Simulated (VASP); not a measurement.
# Sr2AlO (P6/mmm) in VASP: a series of runs

The runs below take Sr2AlO through single point, relaxation of cell and atoms, with PBE.

Everything below comes from runs of VASP 6.6.1. Logs are shortened: lines on timing, memory, paths and dates and some standing lists are left out, and cuts for length are marked.

## Step 1: The cell of the first run

It takes space group P6/mmm (No. 191, hexagonal). Conventional cell: a = 4.806 Å, b = 4.806 Å, c = 8.478 Å, α = 90.00°, β = 90.00°, γ = 120.00°. Within 3.7 Å of Sr (site symmetry -6m2) lie 6 Sr at 2.77 Å and 6 O at 3.43 Å. Within 2.9 Å of Sr (site symmetry 6/mmm) lie 2 O at 2.22 Å and 6 Al at 2.77 Å. Sr (site symmetry 6/mmm) has 2 O at 2.02 Å and 6 Sr at 2.77 Å within 2.8 Å. Within 3.7 Å of Al (site symmetry -6m2) lie 3 Sr at 2.77 Å and 3 Al at 2.77 Å and 6 O at 3.55 Å. O (site symmetry 6mm) has 2 Sr at 2.02 to 2.22 Å within 2.7 Å.

The cell was generated, and may not be a known phase.

## Step 2: Single point, PBE, collinear spin, ferromagnetic start

The input, INCAR:

```
PREC = Accurate
ENCUT = 520
EDIFF = 1E-6
ISMEAR = 0
SIGMA = 0.1
LREAL = False
LASPH = True
NELM = 150
ALGO = Normal
ISIF = 2
LWAVE = False
LCHARG = False
ISPIN = 2
MAGMOM = 0 0 0 0 0 0 1 1
LORBIT = 11
GGA = PE
NBANDS = 43
```

The input, KPOINTS:

```
regular mesh
0
Gamma
  6 6 2
```

The input, POSCAR:

```
Sr2AlO
1.0
    4.8058890400      0.0000000000      0.0000000000
   -2.4029445200      4.1620220000      0.0000000000
    0.0000000000      0.0000000000      8.4784316900
Sr Al O
4 2 2
Direct
    0.3333333300      0.6666666700      0.0000000000
    0.6666666700      0.3333333300      0.0000000000
    0.0000000000      0.0000000000      0.5000000000
    0.0000000000      0.0000000000      0.0000000000
    0.3333333300      0.6666666700      0.5000000000
    0.6666666700      0.3333333300      0.5000000000
    0.0000000000      0.0000000000      0.2378905300
    0.0000000000      0.0000000000      0.7621094700
```

Potentials or basis: VASP PAW PBE potentials, release 64 (Sr_sv, Al, O).

The run is started by

```sh
> cat potpaw_PBE.64/Sr_sv/POTCAR potpaw_PBE.64/Al/POTCAR potpaw_PBE.64/O/POTCAR > POTCAR
> mpirun -np 1 vasp_std > vasp.out
```

OUTCAR:

```text
PREC = Accurate
   ENCUT = 520
   EDIFF = 1E-6
   ISMEAR = 0
   LREAL = False
   LASPH = True
   NELM = 150
   ISIF = 2
   ISPIN = 2
   LORBIT = 11
   GGA = PE

 ion  position               nearest neighbor table
   1  0.333  0.667  0.000-   4 2.77   2 2.77   2 2.77   4 2.77   4 2.77   2 2.77   7 3.43   8 3.43
                             8 3.43   7 3.43   8 3.43   7 3.43   5 4.24   5 4.24   3 5.07   3 5.07
   2  0.667  0.333  0.000-   1 2.77   4 2.77   1 2.77   4 2.77   4 2.77   1 2.77   7 3.43   8 3.43
                             7 3.43   8 3.43   7 3.43   8 3.43   6 4.24   6 4.24   3 5.07   3 5.07
   3  0.000  0.000  0.500-   7 2.22   8 2.22   5 2.77   6 2.77   6 2.77   5 2.77   6 2.77   5 2.77
                             4 4.24   4 4.24   2 5.07   2 5.07   1 5.07   1 5.07   2 5.07   1 5.07
   4  0.000  0.000  0.000-   7 2.02   8 2.02   1 2.77   2 2.77   2 2.77   1 2.77   2 2.77   1 2.77
                             3 4.24   3 4.24
   5  0.333  0.667  0.500-   3 2.77   6 2.77   6 2.77   3 2.77   3 2.77   6 2.77   1 4.24   1 4.24

   6  0.667  0.333  0.500-   5 2.77   3 2.77   5 2.77   3 2.77   3 2.77   5 2.77   2 4.24   2 4.24

   7  0.000  0.000  0.238-   4 2.02   3 2.22   1 3.43   2 3.43   2 3.43   1 3.43   2 3.43   1 3.43

   8  0.000  0.000  0.762-   4 2.02   3 2.22   1 3.43   2 3.43   2 3.43   1 3.43   2 3.43   1 3.43

  LATTYP: Found a hexagonal cell.
 ALAT       =     4.8058890400
 C/A-ratio  =     1.7641754979

  Lattice vectors:

 A1 = (   4.8058890400,   0.0000000000,   0.0000000000)
 A2 = (  -2.4029445200,   4.1620220000,   0.0000000000)
 A3 = (   0.0000000000,   0.0000000000,   8.4784316900)

Analysis of symmetry for initial positions (statically):
=====================================================================
 Subroutine PRICEL returns:
 Original cell was already a primitive cell.

 Routine SETGRP: Setting up the symmetry group for a
 hexagonal supercell.

 Subroutine GETGRP returns: Found 24 space group operations
 (whereof 24 operations were pure point group operations)
 out of a pool of 24 trial point group operations.

The static configuration has the point symmetry D_6h.

Analysis of symmetry for dynamics (positions and initial velocities):
=====================================================================
 Subroutine PRICEL returns:
 Original cell was already a primitive cell.

 Routine SETGRP: Setting up the symmetry group for a
 hexagonal supercell.

 Subroutine GETGRP returns: Found 24 space group operations
 (whereof 24 operations were pure point group operations)
 out of a pool of 24 trial point group operations.

The dynamic configuration has the point symmetry D_6h.

Analysis of structural, dynamic, and magnetic symmetry:
=====================================================================
 Subroutine PRICEL returns:
 Original cell was already a primitive cell.

 Routine SETGRP: Setting up the symmetry group for a
 hexagonal supercell.

 Subroutine GETGRP returns: Found 24 space group operations
 (whereof 24 operations were pure point group operations)
 out of a pool of 24 trial point group operations.

The overall configuration has the point symmetry D_6h.

 Subroutine INISYM returns: Found 24 space group operations
 (whereof 24 operations are pure point group operations),
 and found     1 'primitive' translations

----------------------------------------------------------------------------------------

                                     Primitive cell

  volume of cell :     169.5874

  direct lattice vectors                    reciprocal lattice vectors
     4.805889040  0.000000000  0.000000000     0.208078046  0.120133916  0.000000000
    -2.402944520  4.162022000  0.000000000     0.000000000  0.240267831  0.000000000
     0.000000000  0.000000000  8.478431690     0.000000000  0.000000000  0.117946342

  length of vectors
     4.805889040  4.805889043  8.478431690     0.240267832  0.240267831  0.117946342

  position of ions in fractional coordinates (direct lattice)
     0.333333330  0.666666670  0.000000000
     0.666666670  0.333333330  0.000000000
     0.000000000  0.000000000  0.500000000
     0.000000000  0.000000000  0.000000000
     0.333333330  0.666666670  0.500000000
     0.666666670  0.333333330  0.500000000
     0.000000000  0.000000000  0.237890530
     0.000000000  0.000000000  0.762109470

  ion indices of the primitive-cell ions
[... 59 lines left out ...]
   NGXF,Y,Z  is equivalent  to a cutoff of  24.91, 24.91, 25.10 a.u.
 SYSTEM =  unknown system
   PREC   = accura    normal or accurate (medium, high low for compatibility)
   ISTART =      0    job   : 0-new  1-cont  2-samecut
   ICHARG =      2    charge: 1-file 2-atom 10-const
   ISPIN  =      2    spin polarized calculation?
   LNONCOLLINEAR =      F non collinear calculations
   LSORBIT =      F    spin-orbit coupling
   LASPH  =      T    aspherical Exc in radial PAW
   ENCUT  =  520.0 eV  38.22 Ry    6.18 a.u.   8.94  8.94 15.76*2*pi/ulx,y,z
   NELM   =    150;   NELMIN=  2; NELMDL= -5     # of ELM steps
   EDIFF  = 0.1E-05   stopping-criterion for ELM
   LREAL  =      F    real-space projection
   EDIFFG = 0.1E-04   stopping-criterion for IOM
   NSW    =      0    number of steps for IOM
   IBRION =     -1    ionic relax: 0-MD 1-quasi-New 2-CG
   NFREE  =      0    steps in history (QN), initial steepest desc. (CG)
   ISIF   =      2    stress and relaxation
   ISYM   =      2    0-nonsym 1-usesym 2-fastsym
   POTIM  = 0.5000    time-step for ionic-motion
   TEBEG  =    0.0;   TEEND  =   0.0 temperature during run
   PSTRESS=    0.0 pullay stress
   NELECT =      58.0000    total number of electrons
   NUPDOWN=      -1.0000    fix difference up-down
   EMIN   =  10.00;   EMAX   =-10.00  energy-range for DOS
   EFERMI =   0.00;   METHOD = LEGACY
   ISMEAR =     0;   SIGMA  =   0.10  broadening in eV -4-tet -1-fermi 0-gaus
   EFERMI_NEDOS =   21; number of points for ismear=-14 and -15
   IALGO  =     38    algorithm
   IMIX   =      4    mixing-type and parameters
     AMIX     =   0.40;   BMIX     =  1.00
     AMIX_MAG =   1.60;   BMIX_MAG =  1.00
  volume/ion in A,a.u.               =      21.20       143.05
  Fermi-wavevector in a.u.,A,eV,Ry     =   1.144861  2.163475 17.833263  1.310708
  Thomas-Fermi vector in A             =   2.281552
   LORBIT       =     11    0 simple, 1 ext, 2 COOP (PROOUT), +10 PAW based schemes
   GGA     = PE    functional components
   LHFCALC =     F    Hartree Fock is set to
   AEXX    =    0.0000 exact exchange contribution
   IVDW    =     0    specifies the selected vdW correction
   LEPSILON=     F    determine dielectric tensor
   LRPA    =     F    only Hartree local field effects (RPA)
 spin polarized calculation
 Gauss-broadening in eV      SIGMA  =   0.10
  energy-cutoff  :      520.00
  volume of cell :      169.59
 maximum number of plane-waves:      4587
 NGX is ok and might be reduce to    36
   NGX = 17   NGY = 17   NGZ = 31

 number of electron      58.0000007 magnetization       0.0028741

 Free energy of the ion-electron system (eV)
  ---------------------------------------------------
  ext. energy  EPLUGINS =         0.00000000
  ---------------------------------------------------
  free energy    TOTEN  =       -15.76653094 eV

  energy without entropy =      -15.73832335  energy(sigma->0) =      -15.75242715

 E-fermi :   4.1709     XC(G=0):  -9.4257

 val. band max:        4.1284002313   @ k =   0.5000   0.0000   0.0000
 cond. band min:       4.2061793821   @ k =   0.3333   0.1667   0.5000
 fundamental gap:      0.0777791507
 Fermi energy:         4.1709311582

 spin component 1

 k-point     1 :       0.0000    0.0000    0.0000
  band No.  band energies     occupation
      1     -33.2451      1.00000
      2     -32.2111      1.00000
      3     -30.2432      1.00000
      4     -29.5227      1.00000
      5     -16.2379      1.00000
      6     -16.2379      1.00000
[... 605 lines left out ...]
     40       8.3742      0.00000
     41       9.6343      0.00000
 Fermi energy:         4.1709311582

 spin component 2

 k-point     1 :       0.0000    0.0000    0.0000
  band No.  band energies     occupation
      1     -33.2447      1.00000
      2     -32.2107      1.00000
      3     -30.2429      1.00000
      4     -29.5227      1.00000
      5     -16.2372      1.00000
      6     -16.2372      1.00000
[... 605 lines left out ...]
     40       8.3746      0.00000
     41       9.6345      0.00000
 [bands above 41 left out]

------------------------ aborting loop because EDIFF is reached ----------------------------------------

  FORCE on cell =-STRESS in cart. coord.  units (eV):
  Direction    XX          YY          ZZ          XY          YZ          ZX
  --------------------------------------------------------------------------------------
  -------------------------------------------------------------------------------------
  Total       32.9717955     32.9717956     20.3347606      0.0000000      0.0000000     -0.0000000
  in kB      311.5010709    311.5010714    192.1126710      0.0000000      0.0000000     -0.0000000
  external PRESSURE =     271.7049378 kB  Pullay stress =       0.0000000 kB

 VOLUME and BASIS-vectors are now :
 -----------------------------------------------------------------------------
  energy-cutoff  :      520.00
  volume of cell :      169.59
      direct lattice vectors                 reciprocal lattice vectors
     4.805889040  0.000000000  0.000000000     0.208078046  0.120133916  0.000000000
    -2.402944520  4.162022000  0.000000000     0.000000000  0.240267831  0.000000000
     0.000000000  0.000000000  8.478431690     0.000000000  0.000000000  0.117946342

 POSITION                                       TOTAL-FORCE (eV/Angst)
 -----------------------------------------------------------------------------------
     -0.00000      2.77468      0.00000         0.000000     -0.000000     -0.000000
      2.40294      1.38734      0.00000        -0.000000      0.000000      0.000000
      0.00000      0.00000      4.23922         0.000000      0.000000      0.000000
      0.00000      0.00000      0.00000         0.000000      0.000000      0.000000
     -0.00000      2.77468      4.23922         0.000000      0.000000      0.000000
      2.40294      1.38734      4.23922        -0.000000     -0.000000     -0.000000
      0.00000      0.00000      2.01694        -0.000000     -0.000000      2.240918
      0.00000      0.00000      6.46149         0.000000     -0.000000     -2.240918
 -----------------------------------------------------------------------------------
    total drift:                                0.000000      0.000000     -0.000000

  FREE ENERGIE OF THE ION-ELECTRON SYSTEM (eV)
  ---------------------------------------------------
  free  energy   TOTEN  =       -15.7665309413 eV

  energy  without entropy=      -15.7383233499  energy(sigma->0) =      -15.75242715

 total charge

# of ion       s       p       d       tot
------------------------------------------
    1        2.065   5.713   0.698   8.476
    2        2.065   5.713   0.698   8.476
    3        2.052   5.842   0.530   8.424
    4        2.086   5.866   0.936   8.888
    5        0.497   0.340   0.000   0.837
    6        0.497   0.340   0.000   0.837
    7        1.597   3.366   0.000   4.963
    8        1.597   3.366   0.000   4.963
--------------------------------------------------
tot         12.455  30.547   2.862  45.864

 magnetization (x)

# of ion       s       p       d       tot
------------------------------------------
    1        0.000   0.000   0.000   0.001
    2        0.000   0.000   0.000   0.001
    3       -0.000   0.000  -0.000  -0.000
    4        0.000   0.000   0.000   0.001
    5       -0.000  -0.000   0.000  -0.000
    6       -0.000  -0.000   0.000  -0.000
    7        0.000  -0.000   0.000  -0.000
    8        0.000  -0.000   0.000  -0.000
--------------------------------------------------
tot          0.000  -0.000   0.001   0.002
```

It took 3.1 min on 1 thread of Intel Xeon 6975P-C (Granite Rapids), shared host; peak memory 0.42 GiB.

What came out:

```
Free energy                                           : -15.7665 eV
Pressure                                              : 27.2 GPa
Largest force                                         : 2.241 eV/Å
Band gap on the k mesh                                : zero (filled and empty bands overlap)
Net moment                                            : 0.00 μB per cell
Valence electrons inside the program's atomic spheres : Sr 8.48, 8.42, 8.89 (each value once); Al 0.84; O 4.96
```

Forces on the atoms (eV/Å):
```
Sr   0.000  0.000  0.000
Sr   0.000  0.000  0.000
Sr   0.000  0.000  0.000
Sr   0.000  0.000  0.000
Al   0.000  0.000  0.000
Al   0.000  0.000  0.000
O    0.000  0.000  2.241
O    0.000  0.000 -2.241
```

Stress tensor (GPa, compression positive):
```
31.15  0.00  0.00
 0.00 31.15  0.00
 0.00  0.00 19.21
```

Caveat: the k points lie up to 0.37 Å⁻¹ apart, too coarse for converged energies and pressures of a metal; forces of over 1 eV/Å act on the atoms, so gaps and moduli don't describe the material at rest.

## Step 3: Relaxation of cell and atoms, PBE

This run uses another cell than the first one, of 41.60 Å³/atom.

The input, INCAR:

```
SYSTEM = Sr2AlO
PREC     = Accurate       ! precision mode
ENCUT    = 600            ! plane-wave cutoff, eV
EDIFF    = 1E-7           ! SCF threshold, eV
ISMEAR   = 0              ! smearing method
SIGMA    = 0.1            ! smearing width, eV
LREAL    = .FALSE.        ! projectors in reciprocal space
LASPH    = .TRUE.         ! aspherical terms in the spheres
NELM     = 60             ! most SCF steps
ALGO     = Normal         ! electronic algorithm
ISIF     = 3              ! what is computed and relaxed
LWAVE    = .FALSE.        ! write WAVECAR
LCHARG   = .FALSE.        ! write CHGCAR
GGA      = PE             ! functional
IBRION   = 2              ! ionic algorithm
NSW      = 100            ! ionic steps
EDIFFG   = -0.01          ! ionic threshold
```

The input, KPOINTS:

```
regular mesh
0
G
  6 6 4
  0 0 0
```

The input, POSCAR:

```
Sr2AlO
1.0
    6.5833302088      0.0000000000      0.0000000000
   -3.2916651044      5.7013312024      0.0000000000
    0.0000000000      0.0000000000      8.8661999301
Sr Al O
4 2 2
Direct
    0.3333333333      0.6666666667      0.0000000000
    0.6666666667      0.3333333333      0.0000000000
    0.0000000000      0.0000000000      0.5000000000
    0.0000000000      0.0000000000      0.0000000000
    0.3333333333      0.6666666667      0.5000000000
    0.6666666667      0.3333333333      0.5000000000
    0.0000000000      0.0000000000      0.2473543260
    0.0000000000      0.0000000000      0.7526456740
```

Potentials or basis: VASP PAW PBE potentials, release 64 (Sr_sv, Al, O).

The run is started by

```sh
> cat potpaw_PBE.64/Sr_sv/POTCAR potpaw_PBE.64/Al/POTCAR potpaw_PBE.64/O/POTCAR > POTCAR
> mpirun -np 1 vasp_std > vasp.out
```

Wall time 16 min (1 thread of Intel Xeon 6975P-C (Granite Rapids), shared host); peak memory 0.69 GiB.

The run converged. Its results:

```
Free energy                           : -24.2273 eV
Relaxed volume                        : 42.11 Å³/atom
Relaxed cell                          : a = 6.599 Å, b = 6.599 Å, c = 8.933 Å, α = 90.00°, β = 90.00°, γ = 120.00°
Space group after relaxing (to 0.1 Å) : P6/mmm (No. 191)
Energy gained by relaxing             : 0.7 meV/atom
Ionic steps                           : 4
Pressure after relaxing               : 0.0 GPa
Band gap on the k mesh                : zero (bands 29 and 30 overlap by 0.34 eV)
```

Step by step:
| step | energy change (eV) | largest force (eV/Å) | pressure (GPa) | volume (Å³) |
| --- | --- | --- | --- | --- |
| 1 | 0.0000 | 0.0355 | 0.29 | 332.78 |
| 2 | -0.0052 | 0.0199 | 0.03 | 336.38 |
| 3 | -0.0052 | 0.0212 | 0.03 | 336.46 |
| 4 | -0.0054 | 0.0013 | 0.02 | 336.90 |

Final structure:
```xyz
8
Lattice="6.5990 0.0000 0.0000 -3.2995 5.7149 0.0000 0.0000 0.0000 8.9333" Properties=species:S:1:pos:R:3 pbc="T T T"
Sr    0.0000    3.8099    8.9333
Sr    3.2995    1.9050    0.0000
Sr    0.0000    0.0000    4.4667
Sr    0.0000    0.0000    8.9333
Al    0.0000    3.8099    4.4667
Al    3.2995    1.9050    4.4667
O     3.2995    5.7149    2.2105
O     0.0000    0.0000    6.7229
```

Levels at points of the mesh, in eV from the Fermi level:
```
           k point  band 26  band 27  band 28  band 29  band 30  band 31  band 32  band 33
(0.00, 0.00, 0.00)    -1.22    -0.49    -0.31    -0.31     0.00     1.14     1.14     1.47
(0.50, 0.00, 0.00)    -0.57    -0.43    -0.13    -0.12     0.00     0.28     0.42     0.46
(0.00, 0.00, 0.50)    -1.31    -1.17    -0.33    -0.33    -0.14     1.02     1.02     1.21
(0.50, 0.00, 0.50)    -1.18    -0.79    -0.56    -0.16     0.01     0.03     0.55     0.88
```

The gap in the log of VASP goes by the Fermi energy; the results here count the filled bands.